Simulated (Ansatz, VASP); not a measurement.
TiSi16 in VASP and in Ansatz

```
Si Ti
1.0
     0.00000    5.43000    5.43000
     5.43000    0.00000    5.43000
     5.43000    5.43000    0.00000
Si Ti
16 1
Cartesian
  0.0009 0.0010 -0.0137
  1.4222 1.4221 1.3153
  2.7189 2.7191 -0.0343
  4.0100 4.0094 1.3238
  2.7565 0.0213 2.7165
  4.0519 1.3760 4.1114
  5.4100 2.6714 2.7206
  6.8274 4.0315 4.0993
  0.0211 2.7563 2.7165
  1.3760 4.0521 4.1111
  2.6719 5.4102 2.7205
  4.0318 6.8275 4.0997
  2.7140 2.7142 5.4596
  4.0651 4.0651 6.7827
  5.4303 5.4301 5.4568
  6.7940 6.7939 6.7841
  5.4317 5.4316 2.6995
```

Alike in both runs: functional PBE; k mesh 2 × 2 × 2; occupations gaussian, width 0.02 eV; no spin polarisation.

Ansatz relaxed the structure, and its values are those at the end. VASP's run is a single point on that final structure, the one shown.

|  | VASP | Ansatz |
| --- | --- | --- |
| version | VASP 6.6.1 | Ansatz 0.2.0 |
| potentials or method | VASP PAW PBE potentials, release 64 (Si, Ti_sv), cutoff 520 eV | scalar-relativistic, plane waves, PAW |
| valence electrons in the cell | 76 | 76 |

|  | VASP | Ansatz | Ansatz less VASP |
| --- | --- | --- | --- |
| rms of the force components (eV/Å) | 0.004 | 0.003 | -0.0010 |

The k mesh is coarse, so the values compare programs but aren't converged.
